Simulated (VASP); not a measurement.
Set up this calculation in VASP 6.6.1, as the native input.

```
Task                   : relaxation of cell and atoms
Functional             : LDA
Potentials or basis    : VASP PAW LDA potentials, release 64 (Zn, O)
Cutoff                 : 600 eV
k mesh                 : 12 × 12 × 4
Occupations            : fermi-dirac, width 0.02 eV
Spin                   : no spin polarisation
Dipole correction      : no
Further INCAR settings : ALGO = Normal; EDIFF = 1e-06; IBRION = 2; EDIFFG = -0.005; NSW = 80; ISIF = 3
```

The structure of ZnO lies in POSCAR:

```
ZnO
1.0
    3.2795251991      0.0000000000      0.0000000000
   -1.6397625995      2.8401521347      0.0000000000
    0.0000000000      0.0000000000      5.2931629342
Zn O
2 2
Direct
    0.3333333333      0.6666666667      0.4999596417
    0.6666666667      0.3333333333     -0.0000403583
    0.6666666667      0.3333333333      0.3790503583
    0.3333333333      0.6666666667      0.8790503583
```

One way to write it, as run:

INCAR

```
  PREC = Accurate
  ENCUT = 600
  EDIFF = 1E-6
  ISMEAR = -1
  SIGMA = 0.02
  LREAL = F
  LASPH = T
  NELM = 80
  ALGO = Normal
  ISIF = 3
  LWAVE = F
  LCHARG = F
  GGA = CA
  IBRION = 2
  NSW = 80
  EDIFFG = -0.005
```

KPOINTS

```
regular mesh
0
Gamma
  12 12 4
```

Potentials or basis: VASP PAW LDA potentials, release 64 (Zn, O).

Command:

```sh
$ cat potpaw_LDA.64/Zn/POTCAR potpaw_LDA.64/O/POTCAR > POTCAR
$ mpirun -np 1 vasp_std > vasp.out
```

It gave:

```yaml
Relaxed_volume: 11.40 Å³/atom
Relaxed_cell: a = 3.194 Å, b = 3.194 Å, c = 5.163 Å, α = 90.00°, β = 90.00°, γ = 120.00°
Space_group_after_relaxing_to_0.1_Å: P6_3mc (No. 186)
Energy_gained_by_relaxing: 32.7 meV/atom
Ionic_steps: 14
Pressure_after_relaxing: 0.0 GPa
Band_gap_on_the_k_mesh: 0.80 eV
```

Wall time 18 min on 1 thread of Intel Xeon 8259CL, with other jobs on the host, peak memory 0.2 GiB.
